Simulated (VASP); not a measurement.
# W (P6/mmm) in VASP: further runs

Runs on W. Level: PBEsol. Tasks: single point.

Everything below comes from runs of VASP 6.6.1. Logs are shortened: lines on timing, memory, paths and dates and some standing lists are left out, and cuts for length are marked.

## 1. The cell of the first run

Symmetry: P6/mmm, No. 191, hexagonal system. Conventional cell: a = 4.514 Å, b = 4.514 Å, c = 2.513 Å, α = 90.00°, β = 90.00°, γ = 120.00°. Within 3.3 Å of W (site symmetry 6/mmm) lie 14 W at 2.51 to 2.89 Å. Within 3.3 Å of W (site symmetry -6m2) lie 11 W at 2.51 to 2.89 Å.

## 2. Single point, PBEsol (volume scaled by 0.92)

File INCAR:

```
SYSTEM = W
PREC = Accurate
ENCUT = 520
EDIFF = 1E-7
ISMEAR = -1
SIGMA = 0.1
LREAL = .FALSE.
LASPH = .TRUE.
NELM = 80
ALGO = Normal
ISIF = 2
LWAVE = .FALSE.
LCHARG = .FALSE.
GGA = PS
NBANDS = 28
```

File KPOINTS:

```
regular mesh
0
G
  9 9 14
  0 0 0
```

File POSCAR:

```
W
1.0
    4.5143623326      0.0000000000      0.0000000000
   -2.2571811663      3.9095524619      0.0000000000
    0.0000000000      0.0000000000      2.5125230718
W
3
Direct
    1.0000000000      1.0000000000      0.0000000000
    0.3333333333      0.6666666667      0.5000000000
    0.6666666667      0.3333333333      0.5000000000
```

Potentials or basis: VASP PAW PBE potentials, release 64 (W_sv).

The run is started by

```bash
> cat potpaw_PBE.64/W_sv/POTCAR > POTCAR
> mpirun -np 1 vasp_std > vasp.out
```

OUTCAR:

```text
SYSTEM = W
   PREC = Accurate
   ENCUT = 520
   EDIFF = 1E-7
   ISMEAR = -1
   LREAL = .FALSE.
   LASPH = .TRUE.
   NELM = 80
   ISIF = 2
   GGA = PS

 ion  position               nearest neighbor table
   1  0.000  0.000  0.000-   2 2.89   3 2.89   2 2.89   3 2.89   2 2.89   2 2.89   3 2.89   3 2.89
                             3 2.89   3 2.89   2 2.89   2 2.89
   2  0.333  0.667  0.500-   3 2.61   3 2.61   3 2.61   1 2.89   1 2.89   1 2.89   1 2.89   1 2.89
                             1 2.89
   3  0.667  0.333  0.500-   2 2.61   2 2.61   2 2.61   1 2.89   1 2.89   1 2.89   1 2.89   1 2.89
                             1 2.89

  LATTYP: Found a hexagonal cell.
 ALAT       =     4.5143623326
 C/A-ratio  =     0.5565621203

  Lattice vectors:

 A1 = (   4.5143623326,   0.0000000000,   0.0000000000)
 A2 = (  -2.2571811663,   3.9095524619,   0.0000000000)
 A3 = (   0.0000000000,   0.0000000000,   2.5125230718)

Analysis of symmetry for initial positions (statically):
=====================================================================
 Subroutine PRICEL returns:
 Original cell was already a primitive cell.

 Routine SETGRP: Setting up the symmetry group for a
 hexagonal supercell.

 Subroutine GETGRP returns: Found 24 space group operations
 (whereof 24 operations were pure point group operations)
 out of a pool of 24 trial point group operations.

The static configuration has the point symmetry D_6h.

Analysis of symmetry for dynamics (positions and initial velocities):
=====================================================================
 Subroutine PRICEL returns:
 Original cell was already a primitive cell.

 Routine SETGRP: Setting up the symmetry group for a
 hexagonal supercell.

 Subroutine GETGRP returns: Found 24 space group operations
 (whereof 24 operations were pure point group operations)
 out of a pool of 24 trial point group operations.

The dynamic configuration has the point symmetry D_6h.

 Subroutine INISYM returns: Found 24 space group operations
 (whereof 24 operations are pure point group operations),
 and found     1 'primitive' translations

----------------------------------------------------------------------------------------

                                     Primitive cell

  volume of cell :      44.3439

  direct lattice vectors                    reciprocal lattice vectors
     4.514362333  0.000000000  0.000000000     0.221515228  0.127891876  0.000000000
    -2.257181166  3.909552462  0.000000000     0.000000000  0.255783753  0.000000000
     0.000000000  0.000000000  2.512523072     0.000000000  0.000000000  0.398006295

  length of vectors
     4.514362333  4.514362333  2.512523072     0.255783753  0.255783753  0.398006295

  position of ions in fractional coordinates (direct lattice)
     0.000000000  0.000000000  0.000000000
     0.333333333  0.666666667  0.500000000
     0.666666667  0.333333333  0.500000000

  ion indices of the primitive-cell ions
   primitive index   ion index
                 1           1
                 2           2
                 3           3

----------------------------------------------------------------------------------------

 KPOINTS: regular mesh

Automatic generation of k-mesh.
 Grid dimensions read from file:
 generate k-points for:    9    9   14

 Generating k-lattice:

  Cartesian coordinates                     Fractional coordinates (reciprocal lattice)
     0.024612803  0.014210208  0.000000000     0.111111111 -0.000000000  0.000000000
     0.000000000  0.028420417  0.000000000     0.000000000  0.111111111  0.000000000
     0.000000000  0.000000000  0.028429021     0.000000000  0.000000000  0.071428571

  Length of vectors
     0.028420417  0.028420417  0.028429021

  Shift w.r.t. Gamma in fractional coordinates (k-lattice)
     0.000000000  0.000000000  0.000000000

 Subroutine IBZKPT returns following result:
 ===========================================

 Found     96 irreducible k-points:

 Following reciprocal coordinates:
            Coordinates               Weight
  0.000000  0.000000  0.000000      1.000000
  0.111111  0.000000  0.000000      6.000000
  0.222222  0.000000  0.000000      6.000000
  0.333333  0.000000  0.000000      6.000000
  0.444444  0.000000  0.000000      6.000000
  0.111111  0.111111  0.000000      6.000000
[... 16 lines left out ...]
  0.333333  0.222222  0.071429     24.000000
  0.333333  0.333333  0.071429      4.000000
 [... further k-points ...]
   k-points           NKPTS =     96   k-points in BZ     NKDIM =     96   number of bands    NBANDS=     28
   number of dos      NEDOS =    301   number of ions     NIONS =      3
   total plane-waves  NPLWV =  25920
   dimension x,y,z NGX =    36 NGY =   36 NGZ =   20
   dimension x,y,z NGXF=    72 NGYF=   72 NGZF=   40
   ions per type =               3
   NGX,Y,Z   is equivalent  to a cutoff of  13.26, 13.26, 13.23 a.u.
   NGXF,Y,Z  is equivalent  to a cutoff of  26.51, 26.51, 26.47 a.u.
 SYSTEM =  W
   PREC   = accura    normal or accurate (medium, high low for compatibility)
   ISTART =      0    job   : 0-new  1-cont  2-samecut
   ICHARG =      2    charge: 1-file 2-atom 10-const
   ISPIN  =      1    spin polarized calculation?
   LNONCOLLINEAR =      F non collinear calculations
   LSORBIT =      F    spin-orbit coupling
   LASPH  =      T    aspherical Exc in radial PAW
   ENCUT  =  520.0 eV  38.22 Ry    6.18 a.u.   8.39  8.39  4.67*2*pi/ulx,y,z
   NELM   =     80;   NELMIN=  2; NELMDL= -5     # of ELM steps
   EDIFF  = 0.1E-06   stopping-criterion for ELM
   LREAL  =      F    real-space projection
   EDIFFG = 0.1E-05   stopping-criterion for IOM
   NSW    =      0    number of steps for IOM
   IBRION =     -1    ionic relax: 0-MD 1-quasi-New 2-CG
   NFREE  =      0    steps in history (QN), initial steepest desc. (CG)
   ISIF   =      2    stress and relaxation
   ISYM   =      2    0-nonsym 1-usesym 2-fastsym
   POTIM  = 0.5000    time-step for ionic-motion
   TEBEG  =    0.0;   TEEND  =   0.0 temperature during run
   PSTRESS=    0.0 pullay stress
   NELECT =      42.0000    total number of electrons
   NUPDOWN=      -1.0000    fix difference up-down
   EMIN   =  10.00;   EMAX   =-10.00  energy-range for DOS
   EFERMI =   0.00;   METHOD = LEGACY
   ISMEAR =    -1;   SIGMA  =   0.10  broadening in eV -4-tet -1-fermi 0-gaus
   EFERMI_NEDOS =   21; number of points for ismear=-14 and -15
   IALGO  =     38    algorithm
   IMIX   =      4    mixing-type and parameters
     AMIX     =   0.40;   BMIX     =  1.00
     AMIX_MAG =   1.60;   BMIX_MAG =  1.00
  volume/ion in A,a.u.               =      14.78        99.75
  Fermi-wavevector in a.u.,A,eV,Ry     =   1.607731  3.038171 35.168331  2.584799
  Thomas-Fermi vector in A             =   2.703713
   LORBIT       =      0    0 simple, 1 ext, 2 COOP (PROOUT), +10 PAW based schemes
   GGA     = PS    functional components
   LHFCALC =     F    Hartree Fock is set to
   AEXX    =    0.0000 exact exchange contribution
   IVDW    =     0    specifies the selected vdW correction
   LEPSILON=     F    determine dielectric tensor
   LRPA    =     F    only Hartree local field effects (RPA)
 non-spin polarized calculation
  energy-cutoff  :      520.00
  volume of cell :       44.34
 maximum number of plane-waves:      1251
 NGX is ok and might be reduce to    36
   NGX = 17   NGY = 17   NGZ =  9

 number of electron      41.9999987 magnetization

 Free energy of the ion-electron system (eV)
  ---------------------------------------------------
  ext. energy  EPLUGINS =         0.00000000
  ---------------------------------------------------
  free energy    TOTEN  =       -39.45040426 eV

  energy without entropy =      -39.34542820  energy(sigma->0) =      -39.39791623

 E-fermi :  12.1134     XC(G=0): -14.1352

 val. band max:       12.1123995453   @ k =   0.1111   0.1111   0.3571
 cond. band min:      12.1138494729   @ k =   0.2222   0.1111   0.2857
 fundamental gap:      0.0014499276
 Fermi energy:        12.1134031863

 k-point     1 :       0.0000    0.0000    0.0000
  band No.  band energies     occupation
      1     -61.7427      2.00000
      2     -61.5639      2.00000
      3     -61.4231      2.00000
      4     -26.3397      2.00000
      5     -26.3397      2.00000
      6     -26.2058      2.00000
[... 20 lines left out ...]
     27      18.2807      0.00000
     28      18.2807      0.00000

 k-point     2 :       0.1111    0.0000    0.0000
  band No.  band energies     occupation
      1     -61.7396      2.00000
      2     -61.5625      2.00000
      3     -61.4276      2.00000
      4     -26.4426      2.00000
      5     -26.4128      2.00000
      6     -26.0910      2.00000
[... 20 lines left out ...]
     27      17.9253      0.00000
     28      18.2292      0.00000

 k-point     3 :       0.2222    0.0000    0.0000
  band No.  band energies     occupation
      1     -61.7320      2.00000
      2     -61.5577      2.00000
      3     -61.4404      2.00000
      4     -26.5675      2.00000
      5     -26.4444      2.00000
      6     -25.9327      2.00000
[... 20 lines left out ...]
     27      17.0744      0.00000
     28      18.0717      0.00000

 k-point     4 :       0.3333    0.0000    0.0000
  band No.  band energies     occupation
      1     -61.7235      2.00000
      2     -61.5484      2.00000
      3     -61.4585      2.00000
      4     -26.6596      2.00000
      5     -26.3789      2.00000
      6     -25.8140      2.00000
[... 20 lines left out ...]
     27      16.6354      0.00000
     28      17.8019      0.00000

 k-point     5 :       0.4444    0.0000    0.0000
  band No.  band energies     occupation
      1     -61.7181      2.00000
      2     -61.5378      2.00000
      3     -61.4748      2.00000
      4     -26.7080      2.00000
      5     -26.2203      2.00000
      6     -25.9990      2.00000
[... 20 lines left out ...]
     27      16.9074      0.00000
     28      17.0834      0.00000

 k-point     6 :       0.1111    0.1111    0.0000
  band No.  band energies     occupation
      1     -61.7343      2.00000
      2     -61.5593      2.00000
      3     -61.4363      2.00000
      4     -26.5102      2.00000
      5     -26.4752      2.00000
      6     -25.9599      2.00000
[... 463 lines left out ...]
      5     -26.1632      2.00000
      6     -26.1273      2.00000
[... 20 lines left out ...]
     27      16.9269      0.00000
     28      17.1530      0.00000

 k-point    22 :       0.2222    0.2222    0.0714
  band No.  band energies     occupation
      1     -61.7118      2.00000
      2     -61.5325      2.00000
      3     -61.4616      2.00000
      4     -26.5451      2.00000
      5     -26.4527      2.00000
      6     -25.9129      2.00000
[... 20 lines left out ...]
     27      16.6305      0.00000
     28      17.3717      0.00000

 k-point    23 :       0.3333    0.2222    0.0714
  band No.  band energies     occupation
      1     -61.7083      2.00000
      2     -61.5179      2.00000
      3     -61.4799      2.00000
      4     -26.5468      2.00000
      5     -26.3343      2.00000
      6     -26.1192      2.00000
[... 20 lines left out ...]
     27      16.8437      0.00000
     28      17.1120      0.00000

 k-point    24 :       0.3333    0.3333    0.0714
  band No.  band energies     occupation
      1     -61.7072      2.00000
      2     -61.4995      2.00000
      3     -61.4995      2.00000
      4     -26.4544      2.00000
      5     -26.2960      2.00000
      6     -26.2960      2.00000
[... 20 lines left out ...]
     27      16.3861      0.00000
     28      17.2032      0.00000

 [... further k-points ...]
[... 5 lines left out ...]
  --------------------------------------------------------------------------------------
  -------------------------------------------------------------------------------------
  Total        8.2890706      8.2890706      8.9365870      0.0000000     -0.0000000      0.0000000
  in kB      299.4904003    299.4904003    322.8856573      0.0000000     -0.0000000      0.0000000
  external PRESSURE =     307.2888193 kB  Pullay stress =       0.0000000 kB

 VOLUME and BASIS-vectors are now :
 -----------------------------------------------------------------------------
  energy-cutoff  :      520.00
  volume of cell :       44.34
      direct lattice vectors                 reciprocal lattice vectors
     4.514362333  0.000000000  0.000000000     0.221515228  0.127891876  0.000000000
    -2.257181166  3.909552462  0.000000000     0.000000000  0.255783753  0.000000000
     0.000000000  0.000000000  2.512523072     0.000000000  0.000000000  0.398006295

 POSITION                                       TOTAL-FORCE (eV/Angst)
 -----------------------------------------------------------------------------------
      0.00000      0.00000      0.00000         0.000000      0.000000     -0.000000
     -0.00000      2.60637      1.25626         0.000000      0.000000      0.000000
      2.25718      1.30318      1.25626        -0.000000      0.000000     -0.000000
 -----------------------------------------------------------------------------------
    total drift:                                0.000000      0.000000     -0.000000

  FREE ENERGIE OF THE ION-ELECTRON SYSTEM (eV)
  ---------------------------------------------------
  free  energy   TOTEN  =       -39.4504042615 eV

  energy  without entropy=      -39.3454282049  energy(sigma->0) =      -39.39791623
```

It took 37 s on 1 thread of Intel Xeon 6975P-C (Granite Rapids), shared host; peak memory 0.22 GiB.

Results:

* Free energy: -39.4504 eV
* Pressure: 30.7 GPa
* Band gap on the k mesh: zero (band 21 reaches 12.67 eV, above the bottom of band 22 at 11.59 eV)

Caveat: the cell differs from its parent crystal (volume scaled by 0.92); the PAW data sets were made with another functional, which shifts forces and pressure a little; spin-orbit coupling is left out, which moves the levels of the heavy elements.

## 3. Single point, PBEsol (volume scaled by 0.96)

File INCAR:

```
PREC = Accurate
ENCUT = 520
EDIFF = 1E-7
ISMEAR = -1
SIGMA = 0.1
LREAL = F
LASPH = T
NELM = 80
ALGO = Normal
ISIF = 2
LWAVE = F
LCHARG = F
GGA = PS
NBANDS = 28
```

File KPOINTS:

```
Automatic mesh
0
Gamma
  9 9 14
```

File POSCAR:

```
W
1.0
    4.5788619373      0.0000000000      0.0000000000
   -2.2894309686      3.9654107581      0.0000000000
    0.0000000000      0.0000000000      2.5484211086
W
3
Direct
    1.0000000000      1.0000000000      0.0000000000
    0.3333333333      0.6666666667      0.5000000000
    0.6666666667      0.3333333333      0.5000000000
```

Potentials or basis: VASP PAW PBE potentials, release 64 (W_sv).

The run is started by

```bash
> cat potpaw_PBE.64/W_sv/POTCAR > POTCAR
> mpirun -np 1 vasp_std > vasp.out
```

Run time: 38 s. Hardware: 1 thread of Intel Xeon 6975P-C (Granite Rapids), shared host; peak memory 0.22 GiB.

It converged, with:

```
Free energy            : -39.7188 eV
Pressure               : 14.3 GPa
Band gap on the k mesh : zero (band 21 reaches 12.00 eV, above the bottom of band 22 at 10.98 eV)
```

Stress tensor (GPa, compression positive):
```
14.15  0.00  0.00
 0.00 14.15  0.00
 0.00  0.00 14.52
```

Levels at points of the mesh, in eV from the Fermi level:
```tsv
k point	band 17	band 18	band 19	band 20	band 21	band 22	band 23	band 24	band 25	band 26
(0.00, 0.00, 0.00)	-2.64	-2.60	-2.60	-2.47	-0.39	-0.39	2.26	2.26	2.32	2.32
(0.00, 0.00, 0.50)	-4.34	-2.70	-1.24	-1.24	0.26	0.26	3.42	3.42	4.34	4.34
```

Caveat: the cell differs from its parent crystal (volume scaled by 0.96); the PAW data sets were made with another functional, which shifts forces and pressure a little; spin-orbit coupling is left out, which moves the levels of the heavy elements.

## 4. Single point, PBEsol

This run uses another cell than the first one, of 16.07 Å³/atom, 1.087 times its volume.

File INCAR:

```
SYSTEM = W
PREC     = Accurate       ! precision mode
ENCUT    = 520            ! plane-wave cutoff, eV
EDIFF    = 1E-6           ! SCF threshold, eV
ISMEAR   = -1             ! smearing method
SIGMA    = 0.1            ! smearing width, eV
LREAL    = .False.        ! projectors in reciprocal space
LASPH    = .True.         ! aspherical terms in the spheres
NELM     = 80             ! most SCF steps
ALGO     = Normal         ! electronic algorithm
ISIF     = 2              ! what is computed and relaxed
LWAVE    = .False.        ! write WAVECAR
LCHARG   = .False.        ! write CHGCAR
GGA      = PS             ! functional
NBANDS   = 28             ! bands
```

File KPOINTS:

```
Automatic mesh
0
Gamma
  9 9 14
  0 0 0
```

File POSCAR:

```
W
1.0
    4.6415938687      0.0000000000      0.0000000000
   -2.3207969344      4.0197382044      0.0000000000
    0.0000000000      0.0000000000      2.5833353254
W
3
Direct
    1.0000000000      1.0000000000      0.0000000000
    0.3333333333      0.6666666667      0.5000000000
    0.6666666667      0.3333333333      0.5000000000
```

The run is started by

```bash
> cat potpaw_PBE.64/W_sv/POTCAR > POTCAR
> mpirun -np 1 vasp_std > vasp.out
```

Run time: 33 s. Hardware: 1 thread of Intel Xeon 6975P-C (Granite Rapids), shared host; peak memory 0.23 GiB.

It converged, with:

```yaml
Free_energy: -39.8081 eV
Pressure: 0.8 GPa
Band_gap_on_the_k_mesh: zero (band 21 reaches 11.38 eV, above the bottom of band 22 at 10.41 eV)
```

Stress tensor (GPa, compression positive):
```
1.16 0.00 0.00
0.00 1.16 0.00
0.00 0.00 0.10
```

Levels at points of the mesh, in eV from the Fermi level:
```csv
k point,band 18,band 19,band 20,band 21,band 22,band 23,band 24,band 25
"(0.00, 0.00, 0.00)",-2.51,-2.51,-2.34,-0.34,-0.34,2.18,2.18,2.24
"(0.00, 0.00, 0.50)",-2.67,-1.14,-1.14,0.24,0.24,3.25,3.25,4.12
```

Caveat: the PAW data sets were made with another functional, which shifts forces and pressure a little; spin-orbit coupling is left out, which moves the levels of the heavy elements.

## 5. Summary

```csv
cell,gap on the mesh (eV),pressure (GPa)
"a = 4.514, b = 4.514, c = 2.513 Å, angles 90.0, 90.0, 120.0°, 3 atoms",none,30.7
"a = 4.579, b = 4.579, c = 2.548 Å, angles 90.0, 90.0, 120.0°, 3 atoms",none,14.3
"a = 4.642, b = 4.642, c = 2.583 Å, angles 90.0, 90.0, 120.0°, 3 atoms",none,0.8
```

Alike in all rows: task single point; level PBEsol; potentials or basis VASP PAW PBE potentials, release 64 (W_sv); no spin polarisation; k mesh 9 × 9 × 14; cutoff (eV) 520; smearing fermi-dirac 0.1 eV.

Caveats: the PAW data sets were made with another functional, which shifts forces and pressure a little; spin-orbit coupling is left out, which moves the levels of the heavy elements.

Absolute energies hang on the potentials; compare differences alone.
